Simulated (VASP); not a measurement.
Write the native input for VASP 6.6.1 that does the following.

```yaml
Task: relaxation of cell and atoms
Functional: PBE
Potentials_or_basis: VASP PAW PBE potentials, release 64 (Zn, Se)
Cutoff: 600 eV
k_mesh: 13 × 13 × 13
Occupations: fermi-dirac, width 0.08 eV
Spin: no spin polarisation
Target_pressure: 0.043 GPa
Dipole_correction: no
Further_INCAR_settings: ALGO = Normal; EDIFF = 1e-06; IBRION = 2; EDIFFG = -0.005; NSW = 60; ISIF = 3
```

The structure of ZnSe (CsCl type) lies in POSCAR:

```
ZnSe
1.0
    3.3004155194      0.0000000000      0.0000000000
    0.0000000000      3.3004155194      0.0000000000
    0.0000000000      0.0000000000      3.3004155194
Zn Se
1 1
Direct
    0.0000000000      0.0000000000      0.0000000000
    0.5000000000      0.5000000000      0.5000000000
```

One way to write it, as run:

INCAR

```
SYSTEM = ZnSe
  PREC = Accurate
  ENCUT = 600
  EDIFF = 1E-6
  ISMEAR = -1
  SIGMA = 0.08
  LREAL = .False.
  LASPH = .True.
  NELM = 80
  ALGO = Normal
  ISIF = 3
  LWAVE = .False.
  LCHARG = .False.
  GGA = PE
  IBRION = 2
  NSW = 60
  EDIFFG = -0.005
  PSTRESS = 0.42999999999999994
```

KPOINTS

```
regular mesh
0
Gamma
  13 13 13
  0 0 0
```

Potentials or basis: VASP PAW PBE potentials, release 64 (Zn, Se).

Launch:

```bash
$ cat potpaw_PBE.64/Zn/POTCAR potpaw_PBE.64/Se/POTCAR > POTCAR
$ mpirun -np 1 vasp_std > vasp.out
```

Results of the run:

```
Relaxed volume                                         : 18.88 Å³/atom
Relaxed cell                                           : a = 3.355 Å, b = 3.355 Å, c = 3.355 Å, α = 90.00°, β = 90.00°, γ = 90.00°
Space group after relaxing (to 0.05 Å)                 : Pm-3m (No. 221)
Energy change on relaxing (the enthalpy is what falls) : -9.5 meV/atom
Ionic steps                                            : 3
Pressure after relaxing                                : 0.0 GPa
Band gap on the k mesh                                 : zero (band 9 reaches 4.23 eV, above the bottom of band 10 at 2.64 eV)
```

Caveat: the cell is relaxed towards a set pressure, so the enthalpy falls and the energy may rise.

Run time: 52 s on 1 thread of AMD EPYC 9R45 96-Core Processor (Zen 5), with other jobs on the host, peak memory 0.17 GiB.
